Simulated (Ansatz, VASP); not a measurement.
Cd: VASP beside Ansatz

```
Cd
1.0
     2.97887    0.00000    0.00000
    -1.48944    2.57978    0.00000
     0.00000    0.00000    5.61765
Cd
2
Direct
  0.66667 0.33333 0.75000
  0.33333 0.66667 0.25000
```

Alike in both runs: functional PBEsol; k mesh 8 × 8 × 4; occupations fermi-dirac, width 0.05 eV; non-collinear spin, spin-orbit coupling.

```csv
,VASP,Ansatz
version,VASP 6.6.1,Ansatz 0.2.0
potentials or method,"VASP PAW PBE potentials, release 64 (Cd), cutoff 520 eV","all-electron LAPW, relativistic spinors"
task,single point,band structure
```

VASP gave:

```
pressure (GPa)                                                : -1.1
traceless stress, the component that is largest in VASP (GPa) : -2.02
net moment per atom (μB)                                      : 0.00
```

Question: Estimate Ansatz's values.

Answer: Pressure (GPa): -1.5; traceless stress, the component that is largest in VASP (GPa): -1.87; net moment per atom (μB): 0.00.

VASP's potentials were made for PBE, not for PBEsol. Ansatz ran all-electron here, and VASP with PAW potentials.

Noted on Ansatz's run: the k mesh is thin for a metal, which can move the energy by tens of meV per atom.
